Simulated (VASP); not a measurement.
# Ti3Al (P-6m2) in VASP: settings compared

Ti3Al is run at these levels: PBE, PBEsol; tasks: single point.

Everything below comes from runs of VASP 6.6.1. Logs are shortened: lines on timing, memory, paths and dates and some standing lists are left out, and cuts for length are marked.

## (1) The cell of the first run

It takes space group P-6m2 (No. 187, hexagonal). Conventional cell: a = 2.928 Å, b = 2.928 Å, c = 9.226 Å, α = 90.00°, β = 90.00°, γ = 120.00°. Ti (site symmetry 3m) has 9 Ti at 2.86 to 2.93 Å and 3 Al at 2.86 Å within 3.8 Å. Ti (site symmetry -6m2) has 12 Ti at 2.86 to 2.93 Å within 3.8 Å. Al (site symmetry -6m2) has 6 Ti at 2.86 Å and 6 Al at 2.93 Å within 3.8 Å.

## (2) Single point, PBE

The input, INCAR:

```
SYSTEM = Ti3Al
PREC     = Accurate       ! precision mode
ENCUT    = 520            ! plane-wave cutoff, eV
EDIFF    = 1E-6           ! SCF threshold, eV
ISMEAR   = -1             ! smearing method
SIGMA    = 0.05           ! smearing width, eV
LREAL    = .False.        ! projectors in reciprocal space
LASPH    = .True.         ! aspherical terms in the spheres
NELM     = 80             ! most SCF steps
ALGO     = Normal         ! electronic algorithm
ISIF     = 2              ! what is computed and relaxed
LWAVE    = .False.        ! write WAVECAR
LCHARG   = .False.        ! write CHGCAR
GGA      = PE             ! functional
NBANDS   = 28             ! bands
```

The input, KPOINTS:

```
regular mesh
0
Gamma
  10 10 3
  0 0 0
```

The input, POSCAR:

```
Ti3Al
1.0
    2.9275422229      0.0000000000      0.0000000000
   -1.4637711114      2.5353259357      0.0000000000
    0.0000000000      0.0000000000      9.2263620000
Ti Al
3 1
Direct
    0.3333333333      0.6666666667      0.2494060000
    0.3333333333      0.6666666667      0.7505940000
    0.6666666667      0.3333333333      0.0000000000
    0.6666666667      0.3333333333      0.5000000000
```

Potentials or basis: VASP PAW PBE potentials, release 64 (Ti_sv, Al).

Launch:

```
cat potpaw_PBE.64/Ti_sv/POTCAR potpaw_PBE.64/Al/POTCAR > POTCAR
mpirun -np 1 vasp_std > vasp.out
```

OUTCAR:

```text
SYSTEM = Ti3Al
   PREC = Accurate
   ENCUT = 520
   EDIFF = 1E-6
   ISMEAR = -1
   LREAL = .False.
   LASPH = .True.
   NELM = 80
   ISIF = 2
   GGA = PE

 ion  position               nearest neighbor table
   1  0.333  0.667  0.249-   3 2.86   3 2.86   3 2.86   4 2.86   4 2.86   4 2.86
   2  0.333  0.667  0.751-   3 2.86   3 2.86   3 2.86   4 2.86   4 2.86   4 2.86
   3  0.667  0.333  0.000-   1 2.86   2 2.86   1 2.86   2 2.86   1 2.86   2 2.86
   4  0.667  0.333  0.500-   1 2.86   2 2.86   1 2.86   2 2.86   1 2.86   2 2.86

  LATTYP: Found a hexagonal cell.
 ALAT       =     2.9275422229
 C/A-ratio  =     3.1515726495

  Lattice vectors:

 A1 = (   2.9275422229,   0.0000000000,   0.0000000000)
 A2 = (  -1.4637711114,   2.5353259357,   0.0000000000)
 A3 = (   0.0000000000,   0.0000000000,   9.2263620000)

Analysis of symmetry for initial positions (statically):
=====================================================================
 Subroutine PRICEL returns:
 Original cell was already a primitive cell.

 Routine SETGRP: Setting up the symmetry group for a
 hexagonal supercell.

 Subroutine GETGRP returns: Found 12 space group operations
 (whereof 12 operations were pure point group operations)
 out of a pool of 24 trial point group operations.

The static configuration has the point symmetry D_3h.

Analysis of symmetry for dynamics (positions and initial velocities):
=====================================================================
 Subroutine PRICEL returns:
 Original cell was already a primitive cell.

 Routine SETGRP: Setting up the symmetry group for a
 hexagonal supercell.

 Subroutine GETGRP returns: Found 12 space group operations
 (whereof 12 operations were pure point group operations)
 out of a pool of 24 trial point group operations.

The dynamic configuration has the point symmetry D_3h.

 Subroutine INISYM returns: Found 12 space group operations
 (whereof 12 operations are pure point group operations),
 and found     1 'primitive' translations

----------------------------------------------------------------------------------------

                                     Primitive cell

  volume of cell :      68.4806

  direct lattice vectors                    reciprocal lattice vectors
     2.927542223  0.000000000  0.000000000     0.341583459  0.197213302  0.000000000
    -1.463771111  2.535325936  0.000000000     0.000000000  0.394426604  0.000000000
     0.000000000  0.000000000  9.226362000     0.000000000  0.000000000  0.108385082

  length of vectors
     2.927542223  2.927542223  9.226362000     0.394426604  0.394426604  0.108385082

  position of ions in fractional coordinates (direct lattice)
     0.333333333  0.666666667  0.249406000
     0.333333333  0.666666667  0.750594000
     0.666666667  0.333333333  0.000000000
     0.666666667  0.333333333  0.500000000

  ion indices of the primitive-cell ions
   primitive index   ion index
                 1           1
                 2           2
                 3           3
                 4           4

----------------------------------------------------------------------------------------

 KPOINTS: regular mesh

Automatic generation of k-mesh.
 Grid dimensions read from file:
 generate k-points for:   10   10    3

 Generating k-lattice:

  Cartesian coordinates                     Fractional coordinates (reciprocal lattice)
     0.034158346  0.019721330  0.000000000     0.100000000  0.000000000  0.000000000
     0.000000000  0.039442660  0.000000000     0.000000000  0.100000000  0.000000000
     0.000000000  0.000000000  0.036128361     0.000000000  0.000000000  0.333333333

  Length of vectors
     0.039442660  0.039442660  0.036128361

  Shift w.r.t. Gamma in fractional coordinates (k-lattice)
     0.000000000  0.000000000  0.000000000

 Subroutine IBZKPT returns following result:
 ===========================================

 Found     28 irreducible k-points:

 Following reciprocal coordinates:
            Coordinates               Weight
  0.000000  0.000000  0.000000      1.000000
  0.100000 -0.000000  0.000000      6.000000
  0.200000 -0.000000  0.000000      6.000000
  0.300000  0.000000  0.000000      6.000000
  0.400000  0.000000  0.000000      6.000000
  0.500000 -0.000000  0.000000      3.000000
[... 16 lines left out ...]
  0.300000  0.100000  0.333333     24.000000
  0.400000  0.100000  0.333333     24.000000
 [... further k-points ...]
   k-points           NKPTS =     28   k-points in BZ     NKDIM =     28   number of bands    NBANDS=     28
   number of dos      NEDOS =    301   number of ions     NIONS =      4
   total plane-waves  NPLWV =  40320
   dimension x,y,z NGX =    24 NGY =   24 NGZ =   70
   dimension x,y,z NGXF=    48 NGYF=   48 NGZF=  140
   ions per type =               3   1
   NGX,Y,Z   is equivalent  to a cutoff of  13.63, 13.63, 12.61 a.u.
   NGXF,Y,Z  is equivalent  to a cutoff of  27.26, 27.26, 25.23 a.u.
 SYSTEM =  Ti3Al
   PREC   = accura    normal or accurate (medium, high low for compatibility)
   ISTART =      0    job   : 0-new  1-cont  2-samecut
   ICHARG =      2    charge: 1-file 2-atom 10-const
   ISPIN  =      1    spin polarized calculation?
   LNONCOLLINEAR =      F non collinear calculations
   LSORBIT =      F    spin-orbit coupling
   LASPH  =      T    aspherical Exc in radial PAW
   ENCUT  =  520.0 eV  38.22 Ry    6.18 a.u.   5.44  5.44 17.15*2*pi/ulx,y,z
   NELM   =     80;   NELMIN=  2; NELMDL= -5     # of ELM steps
   EDIFF  = 0.1E-05   stopping-criterion for ELM
   LREAL  =      F    real-space projection
   EDIFFG = 0.1E-04   stopping-criterion for IOM
   NSW    =      0    number of steps for IOM
   IBRION =     -1    ionic relax: 0-MD 1-quasi-New 2-CG
   NFREE  =      0    steps in history (QN), initial steepest desc. (CG)
   ISIF   =      2    stress and relaxation
   ISYM   =      2    0-nonsym 1-usesym 2-fastsym
   POTIM  = 0.5000    time-step for ionic-motion
   TEBEG  =    0.0;   TEEND  =   0.0 temperature during run
   PSTRESS=    0.0 pullay stress
   NELECT =      39.0000    total number of electrons
   NUPDOWN=      -1.0000    fix difference up-down
   EMIN   =  10.00;   EMAX   =-10.00  energy-range for DOS
   EFERMI =   0.00;   METHOD = LEGACY
   ISMEAR =    -1;   SIGMA  =   0.05  broadening in eV -4-tet -1-fermi 0-gaus
   EFERMI_NEDOS =   21; number of points for ismear=-14 and -15
   IALGO  =     38    algorithm
   IMIX   =      4    mixing-type and parameters
     AMIX     =   0.40;   BMIX     =  1.00
     AMIX_MAG =   1.60;   BMIX_MAG =  1.00
  volume/ion in A,a.u.               =      17.12       115.53
  Fermi-wavevector in a.u.,A,eV,Ry     =   1.356981  2.564323 25.053746  1.841398
  Thomas-Fermi vector in A             =   2.483938
   LORBIT       =      0    0 simple, 1 ext, 2 COOP (PROOUT), +10 PAW based schemes
   GGA     = PE    functional components
[... 5 lines left out ...]
 non-spin polarized calculation
  energy-cutoff  :      520.00
  volume of cell :       68.48
 maximum number of plane-waves:      1907
 NGX is ok and might be reduce to    24
   NGX = 11   NGY = 11   NGZ = 35

 number of electron      38.9999989 magnetization

 Free energy of the ion-electron system (eV)
  ---------------------------------------------------
  ext. energy  EPLUGINS =         0.00000000
  ---------------------------------------------------
  free energy    TOTEN  =       -27.78819982 eV

  energy without entropy =      -27.75966884  energy(sigma->0) =      -27.77393433

 E-fermi :   8.0017     XC(G=0): -11.1945

 val. band max:        7.9610150300   @ k =   0.2000   0.2000   0.3333
 cond. band min:       8.0233460599   @ k =   0.4000   0.2000   0.3333
 fundamental gap:      0.0623310299
 Fermi energy:         8.0017444934

 k-point     1 :       0.0000    0.0000    0.0000
  band No.  band energies     occupation
      1     -48.7471      2.00000
      2     -48.6955      2.00000
      3     -48.6414      2.00000
      4     -25.2602      2.00000
      5     -25.0111      2.00000
      6     -24.7254      2.00000
[... 20 lines left out ...]
     27      10.0816      0.00000
     28      10.6924      0.00000

 k-point     2 :       0.1000   -0.0000    0.0000
  band No.  band energies     occupation
      1     -48.7378      2.00000
      2     -48.6885      2.00000
      3     -48.6367      2.00000
      4     -25.2438      2.00000
      5     -25.0119      2.00000
      6     -24.7524      2.00000
[... 20 lines left out ...]
     27       9.9931      0.00000
     28      10.6101      0.00000

 k-point     3 :       0.2000   -0.0000    0.0000
  band No.  band energies     occupation
      1     -48.7128      2.00000
      2     -48.6701      2.00000
      3     -48.6248      2.00000
      4     -25.2012      2.00000
      5     -25.0286      2.00000
      6     -24.8483      2.00000
[... 20 lines left out ...]
     27       9.9839      0.00000
     28      10.5617      0.00000

 k-point     4 :       0.3000    0.0000    0.0000
  band No.  band energies     occupation
      1     -48.6801      2.00000
      2     -48.6472      2.00000
      3     -48.6119      2.00000
      4     -25.1595      2.00000
      5     -25.0979      2.00000
      6     -24.9610      2.00000
[... 20 lines left out ...]
     27      10.5416      0.00000
     28      10.7894      0.00000

 k-point     5 :       0.4000    0.0000    0.0000
  band No.  band energies     occupation
      1     -48.6506      2.00000
      2     -48.6286      2.00000
      3     -48.6042      2.00000
      4     -25.1899      2.00000
      5     -25.1792      2.00000
      6     -25.0666      2.00000
[... 20 lines left out ...]
     27      11.2296      0.00000
     28      11.2935      0.00000

 k-point     6 :       0.5000   -0.0000    0.0000
  band No.  band energies     occupation
      1     -48.6375      2.00000
      2     -48.6215      2.00000
      3     -48.6031      2.00000
      4     -25.2294      2.00000
      5     -25.2065      2.00000
      6     -25.1073      2.00000
[... 463 lines left out ...]
      5     -25.0184      2.00000
      6     -24.8153      2.00000
[... 20 lines left out ...]
     27       9.9411      0.00000
     28      10.6352      0.00000

 k-point    22 :       0.2000    0.1000    0.3333
  band No.  band energies     occupation
      1     -48.6917      2.00000
      2     -48.6551      2.00000
      3     -48.6160      2.00000
      4     -25.1693      2.00000
      5     -25.0588      2.00000
      6     -24.9179      2.00000
[... 20 lines left out ...]
     27      10.3605      0.00000
     28      10.7949      0.00000

 k-point    23 :       0.3000    0.1000    0.3333
  band No.  band energies     occupation
      1     -48.6602      2.00000
      2     -48.6344      2.00000
      3     -48.6061      2.00000
      4     -25.1533      2.00000
      5     -25.1403      2.00000
      6     -25.0199      2.00000
[... 20 lines left out ...]
     27      11.0040      0.00000
     28      11.3672      0.00000

 k-point    24 :       0.4000    0.1000    0.3333
  band No.  band energies     occupation
      1     -48.6376      2.00000
      2     -48.6215      2.00000
      3     -48.6029      2.00000
      4     -25.2054      2.00000
      5     -25.1854      2.00000
      6     -25.0862      2.00000
[... 20 lines left out ...]
     27      11.1227      0.00000
     28      11.4481      0.00000

 [... further k-points ...]
[... 5 lines left out ...]
  --------------------------------------------------------------------------------------
  -------------------------------------------------------------------------------------
  Total        0.0149319      0.0149319      0.0938795      0.0000000      0.0000000     -0.0000000
  in kB        0.3493488      0.3493488      2.1964127      0.0000000      0.0000000     -0.0000000
  external PRESSURE =       0.9650368 kB  Pullay stress =       0.0000000 kB

 VOLUME and BASIS-vectors are now :
 -----------------------------------------------------------------------------
  energy-cutoff  :      520.00
  volume of cell :       68.48
      direct lattice vectors                 reciprocal lattice vectors
     2.927542223  0.000000000  0.000000000     0.341583459  0.197213302  0.000000000
    -1.463771111  2.535325936  0.000000000     0.000000000  0.394426604  0.000000000
     0.000000000  0.000000000  9.226362000     0.000000000  0.000000000  0.108385082

 POSITION                                       TOTAL-FORCE (eV/Angst)
 -----------------------------------------------------------------------------------
     -0.00000      1.69022      2.30111        -0.000000     -0.000000     -0.011452
     -0.00000      1.69022      6.92525        -0.000000      0.000000      0.011452
      1.46377      0.84511      0.00000         0.000000     -0.000000     -0.000000
      1.46377      0.84511      4.61318        -0.000000     -0.000000     -0.000000
 -----------------------------------------------------------------------------------
    total drift:                                0.000000     -0.000000      0.000000

  FREE ENERGIE OF THE ION-ELECTRON SYSTEM (eV)
  ---------------------------------------------------
  free  energy   TOTEN  =       -27.7881998214 eV

  energy  without entropy=      -27.7596688417  energy(sigma->0) =      -27.77393433
```

Run time: 34 s. Hardware: 1 thread of Intel Xeon Platinum 8488C (Sapphire Rapids), shared host; peak memory 0.21 GiB.

Results:

```
Free energy   : -27.7882 eV
Pressure      : 0.1 GPa
Largest force : 0.011 eV/Å
```

Forces on the atoms (eV/Å):
```
Ti   0.000  0.000 -0.011
Ti   0.000  0.000  0.011
Ti   0.000  0.000  0.000
Al   0.000  0.000  0.000
```

Stress tensor (GPa, compression positive):
```
0.03 0.00 0.00
0.00 0.03 0.00
0.00 0.00 0.22
```

## (3) Single point, PBEsol

This run uses another cell than the first one, of 16.44 Å³/atom, 0.960 times its volume.

The input, INCAR:

```
  PREC = Accurate
  ENCUT = 520
  EDIFF = 1E-7
  ISMEAR = -1
  SIGMA = 0.05
  LREAL = False
  LASPH = True
  NELM = 100
  ALGO = Normal
  ISIF = 2
  LWAVE = False
  LCHARG = True
  GGA = PS
  LELF = True
  LVHAR = True
  NBANDS = 28
```

The input, KPOINTS:

```
Automatic mesh
0
Gamma
  9 9 3
```

Changes to POSCAR since step 2:

```diff
@@ -4,3 +4,3 @@
    -1.4637711114      2.5353259357      0.0000000000
-    0.0000000000      0.0000000000      9.2263620000
+    0.0000000000      0.0000000000      8.8573075200
 Ti Al
```

Potentials or basis: VASP PAW PBE potentials, release 64 (Ti_sv, Al).

Launch:

```
cat potpaw_PBE.64/Ti_sv/POTCAR potpaw_PBE.64/Al/POTCAR > POTCAR
mpirun -np 1 vasp_std > vasp.out
```

Wall time 46 s (1 thread of Intel Xeon Platinum 8488C (Sapphire Rapids), shared host); peak memory 0.2 GiB.

The run converged. Its results:

| Item | Value |
| --- | --- |
| Free energy | -29.5792 eV |
| Pressure | 1.4 GPa |
| Largest force | 0.139 eV/Å |

Forces on the atoms (eV/Å):
```
Ti   0.000  0.000 -0.139
Ti   0.000  0.000  0.139
Ti   0.000  0.000  0.000
Al   0.000  0.000  0.000
```

Stress tensor (GPa, compression positive):
```
-1.06  0.00  0.00
 0.00 -1.06  0.00
 0.00  0.00  6.38
```

Levels at points of the mesh, in eV from the Fermi level:
```csv
k point,band 17,band 18,band 19,band 20,band 21,band 22,band 23,band 24
"(0.00, 0.00, 0.00)",-0.45,0.76,0.76,0.84,0.85,0.85,1.02,1.26
```

Caveat: the PAW data sets were made with another functional, which shifts forces and pressure a little.

## (4) Single point, PBEsol

This run uses another cell than the first one, of 16.78 Å³/atom, 0.980 times its volume.

The input, INCAR:

```
SYSTEM = Ti3Al
PREC     = Accurate       ! precision mode
ENCUT    = 520            ! plane-wave cutoff, eV
EDIFF    = 1E-7           ! SCF threshold, eV
ISMEAR   = -1             ! smearing method
SIGMA    = 0.05           ! smearing width, eV
LREAL    = .False.        ! projectors in reciprocal space
LASPH    = .True.         ! aspherical terms in the spheres
NELM     = 100            ! most SCF steps
ALGO     = Normal         ! electronic algorithm
ISIF     = 2              ! what is computed and relaxed
LWAVE    = .False.        ! write WAVECAR
LCHARG   = .False.        ! write CHGCAR
GGA      = PS             ! functional
NBANDS   = 28             ! bands
```

The input, KPOINTS:

```
Automatic mesh
0
Gamma
  9 9 3
  0 0 0
```

Changes to POSCAR since step 3:

```diff
@@ -4,3 +4,3 @@
    -1.4637711114      2.5353259357      0.0000000000
-    0.0000000000      0.0000000000      8.8573075200
+    0.0000000000      0.0000000000      9.0418347600
 Ti Al
```

Launch:

```
cat potpaw_PBE.64/Ti_sv/POTCAR potpaw_PBE.64/Al/POTCAR > POTCAR
mpirun -np 1 vasp_std > vasp.out
```

Wall time 54 s (1 thread of Intel Xeon Platinum 8488C (Sapphire Rapids), shared host); peak memory 0.2 GiB.

Results (log left out):

```yaml
Free_energy: -29.6114 eV
Pressure: -1.2 GPa
Largest_force: 0.113 eV/Å
```

Forces on the atoms (eV/Å):
```
Ti   0.000  0.000 -0.113
Ti   0.000  0.000  0.113
Ti   0.000  0.000  0.000
Al   0.000  0.000  0.000
```

Stress tensor (GPa, compression positive):
```
-2.37  0.00  0.00
 0.00 -2.37  0.00
 0.00  0.00  1.15
```

Levels at points of the mesh, in eV from the Fermi level:
| k point | band 18 | band 19 | band 20 | band 21 | band 22 | band 23 |
| --- | --- | --- | --- | --- | --- | --- |
| (0.00, 0.00, 0.00) | 0.65 | 0.80 | 0.80 | 0.87 | 0.89 | 0.89 |

Caveat: the PAW data sets were made with another functional, which shifts forces and pressure a little.

## (5) Single point, PBEsol

This run uses another cell than the first one, of 16.95 Å³/atom, 0.990 times its volume.

The input, INCAR:

```
SYSTEM = Ti3Al
PREC = Accurate
ENCUT = 520
EDIFF = 1E-6
ISMEAR = -1
SIGMA = 0.05
LREAL = .FALSE.
LASPH = .TRUE.
NELM = 80
ALGO = Normal
ISIF = 2
LWAVE = .FALSE.
LCHARG = .FALSE.
GGA = PS
NBANDS = 28
```

The input, KPOINTS:

```
regular mesh
0
G
  9 9 3
  0 0 0
```

Changes to POSCAR since step 4:

```diff
@@ -4,3 +4,3 @@
    -1.4637711114      2.5353259357      0.0000000000
-    0.0000000000      0.0000000000      9.0418347600
+    0.0000000000      0.0000000000      9.1340983800
 Ti Al
```

Launch:

```
cat potpaw_PBE.64/Ti_sv/POTCAR potpaw_PBE.64/Al/POTCAR > POTCAR
mpirun -np 1 vasp_std > vasp.out
```

Run time: 50 s. Hardware: 1 thread of Intel Xeon Platinum 8488C (Sapphire Rapids), shared host; peak memory 0.2 GiB.

Results (log left out):

```yaml
Free_energy: -29.6113 eV
Pressure: -2.4 GPa
Largest_force: 0.100 eV/Å
```

Forces in eV/Å, atoms in the order of the input:
```
Ti   0.000  0.000 -0.100
Ti   0.000  0.000  0.100
Ti   0.000  0.000  0.000
Al   0.000  0.000  0.000
```

Stress tensor (GPa, compression positive):
```
-2.96  0.00  0.00
 0.00 -2.96  0.00
 0.00  0.00 -1.26
```

Levels at points of the mesh, in eV from the Fermi level:
| k point | band 18 | band 19 | band 20 | band 21 | band 22 | band 23 |
| --- | --- | --- | --- | --- | --- | --- |
| (0.00, 0.00, 0.00) | 0.56 | 0.80 | 0.81 | 0.81 | 0.90 | 0.90 |

Caveat: the PAW data sets were made with another functional, which shifts forces and pressure a little.

## (6) Summary

```csv
level,cell,k mesh,gap on the mesh (eV),pressure (GPa),largest force (eV/Å)
PBE,"a = 2.928, b = 2.928, c = 9.226 Å, angles 90.0, 90.0, 120.0°, 4 atoms",10 × 10 × 3,none,0.1,0.01
PBEsol,"a = 2.928, b = 2.928, c = 8.857 Å, angles 90.0, 90.0, 120.0°, 4 atoms",9 × 9 × 3,none,1.4,0.14
PBEsol,"a = 2.928, b = 2.928, c = 9.042 Å, angles 90.0, 90.0, 120.0°, 4 atoms",9 × 9 × 3,none,-1.2,0.11
PBEsol,"a = 2.928, b = 2.928, c = 9.134 Å, angles 90.0, 90.0, 120.0°, 4 atoms",9 × 9 × 3,none,-2.4,0.10
```

Alike in all rows: task single point; potentials or basis VASP PAW PBE potentials, release 64 (Ti_sv, Al); no spin polarisation; cutoff (eV) 520; smearing fermi-dirac 0.05 eV.

Caveats: the PAW data sets were made with another functional, which shifts forces and pressure a little (some runs).

Total energies depend on the potentials used, so only differences within one code and one set of settings carry meaning.
